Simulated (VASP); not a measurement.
# HfSi3 (Pm-3m) in VASP: a series of runs

HfSi3 is run at these levels: PBE; tasks: single point.

All numbers are computed with VASP 6.6.1; they aren't measurements. Logs are shortened: lines on timing, memory, paths and dates and some standing lists are left out, and cuts for length are marked.

**1. The cell of the first run**

Symmetry: Pm-3m, No. 221, cubic system. The conventional cell has a = 3.920 Å, b = 3.920 Å, c = 3.920 Å, α = 90.00°, β = 90.00°, γ = 90.00°. Within 3.7 Å of Hf (site symmetry m-3m) lie 12 Si at 2.77 Å. Si (site symmetry 4/mmm) has 4 Hf at 2.77 Å and 8 Si at 2.77 Å within 3.7 Å.

**2. Single point, PBE (volume scaled by 0.960)**

INCAR reads:

```
ALGO = Normal ; EDIFF = 1E-7
ENCUT = 520 ; GGA = PE
ISIF = 2 ; ISMEAR = 0
LASPH = True ; LCHARG = False
LREAL = False ; LWAVE = False
NBANDS = 19 ; NELM = 60
PREC = Accurate ; SIGMA = 0.05
```

KPOINTS reads:

```
k-points
0
Gamma
  8 8 8
```

POSCAR reads:

```
HfSi3
1.0
    3.9198053450      0.0000000000      0.0000000000
    0.0000000000      3.9198053450      0.0000000000
    0.0000000000      0.0000000000      3.9198053450
Hf Si
1 3
Direct
    0.0000000000      0.0000000000      0.0000000000
    0.0000000000      0.5000000000      0.5000000000
    0.5000000000      0.5000000000      0.0000000000
    0.5000000000      0.0000000000      0.5000000000
```

Potentials or basis: VASP PAW PBE potentials, release 64 (Hf_pv, Si).

Started as:

```
> cat potpaw_PBE.64/Hf_pv/POTCAR potpaw_PBE.64/Si/POTCAR > POTCAR
> mpirun -np 1 vasp_std > vasp.out
```

OUTCAR:

```text
EDIFF = 1E-7
   ENCUT = 520
   GGA = PE
   ISIF = 2
   ISMEAR = 0
   LASPH = True
   LREAL = False
   NELM = 60
   PREC = Accurate

 ion  position               nearest neighbor table
   1  0.000  0.000  0.000-   2 2.77   3 2.77   4 2.77   2 2.77   4 2.77   2 2.77   3 2.77   2 2.77
                             3 2.77   4 2.77   4 2.77   3 2.77
   2  0.000  0.500  0.500-   1 2.77   3 2.77   4 2.77   1 2.77   3 2.77   1 2.77   4 2.77   1 2.77
                             3 2.77   4 2.77   3 2.77   4 2.77
   3  0.500  0.500  0.000-   1 2.77   2 2.77   4 2.77   2 2.77   4 2.77   1 2.77   4 2.77   4 2.77
                             1 2.77   2 2.77   2 2.77   1 2.77
   4  0.500  0.000  0.500-   1 2.77   2 2.77   3 2.77   1 2.77   3 2.77   2 2.77   3 2.77   3 2.77
                             1 2.77   2 2.77   1 2.77   2 2.77

  LATTYP: Found a simple cubic cell.
 ALAT       =     3.9198053450

  Lattice vectors:

 A1 = (   3.9198053450,   0.0000000000,   0.0000000000)
 A2 = (   0.0000000000,   3.9198053450,   0.0000000000)
 A3 = (   0.0000000000,   0.0000000000,   3.9198053450)

Analysis of symmetry for initial positions (statically):
=====================================================================
 Subroutine PRICEL returns:
 Original cell was already a primitive cell.

 Routine SETGRP: Setting up the symmetry group for a
 simple cubic supercell.

 Subroutine GETGRP returns: Found 48 space group operations
 (whereof 48 operations were pure point group operations)
 out of a pool of 48 trial point group operations.

The static configuration has the point symmetry O_h .

Analysis of symmetry for dynamics (positions and initial velocities):
=====================================================================
 Subroutine PRICEL returns:
 Original cell was already a primitive cell.

 Routine SETGRP: Setting up the symmetry group for a
 simple cubic supercell.

 Subroutine GETGRP returns: Found 48 space group operations
 (whereof 48 operations were pure point group operations)
 out of a pool of 48 trial point group operations.

The dynamic configuration has the point symmetry O_h .

 Subroutine INISYM returns: Found 48 space group operations
 (whereof 48 operations are pure point group operations),
 and found     1 'primitive' translations

----------------------------------------------------------------------------------------

                                     Primitive cell

  volume of cell :      60.2273

  direct lattice vectors                    reciprocal lattice vectors
     3.919805345  0.000000000  0.000000000     0.255114709  0.000000000  0.000000000
     0.000000000  3.919805345  0.000000000     0.000000000  0.255114709  0.000000000
     0.000000000  0.000000000  3.919805345     0.000000000  0.000000000  0.255114709

  length of vectors
     3.919805345  3.919805345  3.919805345     0.255114709  0.255114709  0.255114709

  position of ions in fractional coordinates (direct lattice)
     0.000000000  0.000000000  0.000000000
     0.000000000  0.500000000  0.500000000
     0.500000000  0.500000000  0.000000000
     0.500000000  0.000000000  0.500000000

  ion indices of the primitive-cell ions
   primitive index   ion index
                 1           1
                 2           2
                 3           3
                 4           4

----------------------------------------------------------------------------------------

 KPOINTS: k-points

Automatic generation of k-mesh.
 Grid dimensions read from file:
 generate k-points for:    8    8    8

 Generating k-lattice:

  Cartesian coordinates                     Fractional coordinates (reciprocal lattice)
     0.031889339  0.000000000  0.000000000     0.125000000  0.000000000  0.000000000
     0.000000000  0.031889339  0.000000000     0.000000000  0.125000000  0.000000000
     0.000000000  0.000000000  0.031889339     0.000000000  0.000000000  0.125000000

  Length of vectors
     0.031889339  0.031889339  0.031889339

  Shift w.r.t. Gamma in fractional coordinates (k-lattice)
     0.000000000  0.000000000  0.000000000

 Subroutine IBZKPT returns following result:
 ===========================================

 Found     35 irreducible k-points:

 Following reciprocal coordinates:
            Coordinates               Weight
  0.000000  0.000000  0.000000      1.000000
  0.125000  0.000000  0.000000      6.000000
  0.250000  0.000000  0.000000      6.000000
  0.375000  0.000000  0.000000      6.000000
  0.500000  0.000000  0.000000      3.000000
  0.125000  0.125000  0.000000     12.000000
[... 16 lines left out ...]
  0.375000  0.375000  0.125000     24.000000
  0.500000  0.375000  0.125000     24.000000
 [... further k-points ...]
   k-points           NKPTS =     35   k-points in BZ     NKDIM =     35   number of bands    NBANDS=     19
   number of dos      NEDOS =    301   number of ions     NIONS =      4
   total plane-waves  NPLWV =  27000
   dimension x,y,z NGX =    30 NGY =   30 NGZ =   30
   dimension x,y,z NGXF=    60 NGYF=   60 NGZF=   60
   ions per type =               1   3
   NGX,Y,Z   is equivalent  to a cutoff of  12.72, 12.72, 12.72 a.u.
   NGXF,Y,Z  is equivalent  to a cutoff of  25.45, 25.45, 25.45 a.u.
 SYSTEM =  unknown system
   PREC   = accura    normal or accurate (medium, high low for compatibility)
   ISTART =      0    job   : 0-new  1-cont  2-samecut
   ICHARG =      2    charge: 1-file 2-atom 10-const
   ISPIN  =      1    spin polarized calculation?
   LNONCOLLINEAR =      F non collinear calculations
   LSORBIT =      F    spin-orbit coupling
   LASPH  =      T    aspherical Exc in radial PAW
   ENCUT  =  520.0 eV  38.22 Ry    6.18 a.u.   7.29  7.29  7.29*2*pi/ulx,y,z
   NELM   =     60;   NELMIN=  2; NELMDL= -5     # of ELM steps
   EDIFF  = 0.1E-06   stopping-criterion for ELM
   LREAL  =      F    real-space projection
   EDIFFG = 0.1E-05   stopping-criterion for IOM
   NSW    =      0    number of steps for IOM
   IBRION =     -1    ionic relax: 0-MD 1-quasi-New 2-CG
   NFREE  =      0    steps in history (QN), initial steepest desc. (CG)
   ISIF   =      2    stress and relaxation
   ISYM   =      2    0-nonsym 1-usesym 2-fastsym
   POTIM  = 0.5000    time-step for ionic-motion
   TEBEG  =    0.0;   TEEND  =   0.0 temperature during run
   PSTRESS=    0.0 pullay stress
   NELECT =      22.0000    total number of electrons
   NUPDOWN=      -1.0000    fix difference up-down
   EMIN   =  10.00;   EMAX   =-10.00  energy-range for DOS
   EFERMI =   0.00;   METHOD = LEGACY
   ISMEAR =     0;   SIGMA  =   0.05  broadening in eV -4-tet -1-fermi 0-gaus
   EFERMI_NEDOS =   21; number of points for ismear=-14 and -15
   IALGO  =     38    algorithm
   IMIX   =      4    mixing-type and parameters
     AMIX     =   0.40;   BMIX     =  1.00
     AMIX_MAG =   1.60;   BMIX_MAG =  1.00
  volume/ion in A,a.u.               =      15.06       101.61
  Fermi-wavevector in a.u.,A,eV,Ry     =   1.170266  2.211482 18.633482  1.369522
  Thomas-Fermi vector in A             =   2.306727
   LORBIT       =      0    0 simple, 1 ext, 2 COOP (PROOUT), +10 PAW based schemes
   GGA     = PE    functional components
   LHFCALC =     F    Hartree Fock is set to
   AEXX    =    0.0000 exact exchange contribution
   IVDW    =     0    specifies the selected vdW correction
   LEPSILON=     F    determine dielectric tensor
   LRPA    =     F    only Hartree local field effects (RPA)
 non-spin polarized calculation
 Gauss-broadening in eV      SIGMA  =   0.05
  energy-cutoff  :      520.00
  volume of cell :       60.23
 maximum number of plane-waves:      1647
 NGX is ok and might be reduce to    30
   NGX = 15   NGY = 15   NGZ = 15

 number of electron      21.9999997 magnetization

 Free energy of the ion-electron system (eV)
  ---------------------------------------------------
  ext. energy  EPLUGINS =         0.00000000
  ---------------------------------------------------
  free energy    TOTEN  =       -26.38583657 eV

  energy without entropy =      -26.38270803  energy(sigma->0) =      -26.38427230

 E-fermi :   9.7207     XC(G=0): -11.6013

 val. band max:        9.6614902781   @ k =   0.1250   0.0000   0.0000
 cond. band min:       9.7271965917   @ k =   0.3750   0.3750   0.0000
 fundamental gap:      0.0657063137
 Fermi energy:         9.7206782449

 k-point     1 :       0.0000    0.0000    0.0000
  band No.  band energies     occupation
      1     -21.5008      2.00000
      2     -21.5008      2.00000
      3     -21.5008      2.00000
      4      -4.0256      2.00000
      5       3.5875      2.00000
      6       3.5875      2.00000
[... 11 lines left out ...]
     18      12.7106      0.00000
     19      16.1292      0.00000

 k-point     2 :       0.1250    0.0000    0.0000
  band No.  band energies     occupation
      1     -21.5115      2.00000
      2     -21.4999      2.00000
      3     -21.4999      2.00000
      4      -3.8571      2.00000
      5       2.7626      2.00000
      6       3.7302      2.00000
[... 11 lines left out ...]
     18      14.3353      0.00000
     19      15.2034      0.00000

 k-point     3 :       0.2500    0.0000    0.0000
  band No.  band energies     occupation
      1     -21.5372      2.00000
      2     -21.4977      2.00000
      3     -21.4977      2.00000
      4      -3.3625      2.00000
      5       1.3178      2.00000
      6       4.1558      2.00000
[... 11 lines left out ...]
     18      14.4669      0.00000
     19      14.5742      0.00000

 k-point     4 :       0.3750    0.0000    0.0000
  band No.  band energies     occupation
      1     -21.5627      2.00000
      2     -21.4954      2.00000
      3     -21.4954      2.00000
      4      -2.5764      2.00000
      5      -0.1208      2.00000
      6       4.8501      2.00000
[... 407 lines left out ...]
     18      15.7396      0.00000
     19      16.4557      0.00000

 k-point    23 :       0.3750    0.3750    0.1250
  band No.  band energies     occupation
      1     -21.5533      2.00000
      2     -21.5521      2.00000
      3     -21.4997      2.00000
      4      -1.2629      2.00000
      5       1.0774      2.00000
      6       1.1086      2.00000
[... 11 lines left out ...]
     18      14.7764      0.00000
     19      15.9206      0.00000

 k-point    24 :       0.5000    0.3750    0.1250
  band No.  band energies     occupation
      1     -21.5626      2.00000
      2     -21.5512      2.00000
      3     -21.4987      2.00000
      4      -0.7675      2.00000
      5       0.3907      2.00000
      6       1.4600      2.00000
[... 11 lines left out ...]
     18      15.4195      0.00000
     19      16.8199      0.00000

 [... further k-points ...]

------------------------ aborting loop because EDIFF is reached ----------------------------------------

  FORCE on cell =-STRESS in cart. coord.  units (eV):
  Direction    XX          YY          ZZ          XY          YZ          ZX
  --------------------------------------------------------------------------------------
  -------------------------------------------------------------------------------------
  Total        1.8233894      1.8233894      1.8233894     -0.0000000     -0.0000000      0.0000000
  in kB       48.5061172     48.5061172     48.5061172     -0.0000000     -0.0000000      0.0000000
  external PRESSURE =      48.5061172 kB  Pullay stress =       0.0000000 kB

 VOLUME and BASIS-vectors are now :
 -----------------------------------------------------------------------------
  energy-cutoff  :      520.00
  volume of cell :       60.23
      direct lattice vectors                 reciprocal lattice vectors
     3.919805345  0.000000000  0.000000000     0.255114709  0.000000000  0.000000000
     0.000000000  3.919805345  0.000000000     0.000000000  0.255114709  0.000000000
     0.000000000  0.000000000  3.919805345     0.000000000  0.000000000  0.255114709

 POSITION                                       TOTAL-FORCE (eV/Angst)
 -----------------------------------------------------------------------------------
      0.00000      0.00000      0.00000         0.000000      0.000000      0.000000
      0.00000      1.95990      1.95990         0.000000      0.000000      0.000000
      1.95990      1.95990      0.00000         0.000000      0.000000      0.000000
      1.95990      0.00000      1.95990         0.000000      0.000000      0.000000
 -----------------------------------------------------------------------------------
    total drift:                               -0.000000     -0.000000      0.000000

  FREE ENERGIE OF THE ION-ELECTRON SYSTEM (eV)
  ---------------------------------------------------
  free  energy   TOTEN  =       -26.3858365701 eV

  energy  without entropy=      -26.3827080267  energy(sigma->0) =      -26.38427230
```

Wall time 17 s (1 thread of AMD EPYC 9R45 (Zen 5), shared host); peak memory 0.16 GiB.

Results:

| Quantity | Value |
| --- | --- |
| Free energy | -26.3858 eV |
| Pressure | 4.9 GPa |
| Band gap on the k mesh | zero (band 11 reaches 10.62 eV, above the bottom of band 12 at 8.57 eV) |

Caveat: spin-orbit coupling is left out, which moves the levels of the heavy elements.

[end of part 1 of 2]
